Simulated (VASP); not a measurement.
Here is a VASP 6.6.1 calculation.

File INCAR:

```
ALGO = Normal
EDIFF = 1E-6
ENCUT = 520
GGA = PE
ISIF = 2
ISMEAR = -1
LASPH = T
LCHARG = T
LELF = T
LREAL = F
LVHAR = T
LWAVE = F
NBANDS = 14
NELM = 80
PREC = Accurate
SIGMA = 0.13605693000000002
```

File KPOINTS:

```
k-points
0
Gamma
  15 15 15
```

POSCAR

```
Rh
1.0
   -1.5374286657      1.5374286657      1.5374286657
    1.5374286657     -1.5374286657      1.5374286657
    1.5374286657      1.5374286657     -1.5374286657
Rh
1
Direct
    0.0000000000      0.0000000000      0.0000000000
```

Potentials or basis: VASP PAW PBE potentials, release 64 (Rh_pv).

Launch:

```console
$ cat potpaw_PBE.64/Rh_pv/POTCAR > POTCAR
$ mpirun -np 1 vasp_std > vasp.out
```

Estimate the pressure.

-0.1 GPa.
